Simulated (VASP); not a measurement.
Input of a VASP 6.6.1 run:

File INCAR:

```
SYSTEM = Au
PREC = Accurate
ENCUT = 520
EDIFF = 1E-6
ISMEAR = -1
SIGMA = 0.1
LREAL = .False.
LASPH = .True.
NELM = 100
ALGO = Normal
ISIF = 2
LWAVE = .False.
LCHARG = .False.
GGA = RE
NBANDS = 12
```

File KPOINTS:

```
Automatic mesh
0
Gamma
  21 21 21
  0 0 0
```

The input POSCAR:

```
Au
1.0
    0.0000000000      2.1471308082      2.1471308082
    2.1471308082      0.0000000000      2.1471308082
    2.1471308082      2.1471308082      0.0000000000
Au
1
Direct
    0.0000000000      0.0000000000      0.0000000000
```

Potentials or basis: VASP PAW PBE potentials, release 64 (Au).

The run is started by

```bash
$ cat potpaw_PBE.64/Au/POTCAR > POTCAR
$ mpirun -np 1 vasp_std > vasp.out
```

**Question.** What does it give for the pressure?

**Answer.** -7.7 GPa.

Caveat: the PAW data sets were made with another functional, which shifts forces and pressure a little.
